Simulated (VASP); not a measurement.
B:

```
B
1.0
     2.09584    0.00000    0.00000
    -1.04792    1.81505    0.00000
     0.00000    0.00000    6.22179
B
4
Direct
  0.00000 0.00000 0.00000
  0.00000 0.00000 0.50000
  0.33333 0.66667 0.75000
  0.66667 0.33333 0.25000
```

* Program: VASP 6.6.1
* Task: relaxation of cell and atoms
* Functional: PBEsol
* Potentials or basis: VASP PAW PBE potentials, release 64 (B)
* Cutoff: 600 eV
* k mesh: 24 × 24 × 8
* Occupations: gaussian, width 0.1 eV
* Spin: no spin polarisation

At the start: pressure 0.9 GPa; volume 5.92 Å³/atom.

Problem. Where does the relaxation end?

Solution. Over 17 steps the energy falls by 704.9 meV/atom and the volume is 6.27 Å³/atom (+5.9 %); space group P6_3/mmc (No. 194, to 0.05 Å).

Step by step:
| step | energy change (eV) | largest force (eV/Å) | pressure (GPa) | volume (Å³) |
| --- | --- | --- | --- | --- |
| 1 | 0.0000 | 0.0000 | 0.89 | 23.67 |
| 2 | -0.0213 | 0.0000 | 0.39 | 23.78 |
| 3 | -0.1036 | 0.0000 | 0.90 | 24.08 |
| 4 | -0.5023 | 0.0000 | 5.19 | 24.54 |
| 5 | -0.0459 | 0.0000 | 19.47 | 24.80 |
| 6 | -2.2067 | 0.0000 | 43.14 | 22.19 |
| 7 | -0.3243 | 0.0000 | 20.64 | 24.67 |
| 8 | -2.3797 | 0.0000 | 19.80 | 23.58 |
| 9 | -2.6271 | 0.0000 | 29.18 | 22.82 |
| 10 | -2.5658 | 0.0000 | 32.15 | 22.66 |
| 11 | -2.7144 | 0.0000 | 19.56 | 23.49 |
| 12 | -2.8186 | 0.0000 | 0.60 | 25.01 |
| 13 | -2.8189 | 0.0000 | -0.32 | 25.10 |
| 14 | -2.8189 | 0.0000 | -0.85 | 25.15 |
| 15 | -2.8192 | 0.0000 | -0.73 | 25.13 |
| 16 | -2.8195 | 0.0000 | -0.48 | 25.10 |
| 17 | -2.8195 | 0.0000 | -0.17 | 25.07 |

Final structure:
```xyz
4
Lattice="2.8698 0.0000 0.0000 -1.4349 2.4853 0.0000 0.0000 0.0000 3.5152" Properties=species:S:1:pos:R:3 pbc="T T T"
B    -1.4349    2.4853    0.0000
B    -1.4349    2.4853    1.7576
B     0.0000    1.6569    2.6364
B     1.4349    0.8284    0.8788
```

Caveat: the PAW data sets were made with another functional, which shifts forces and pressure a little.
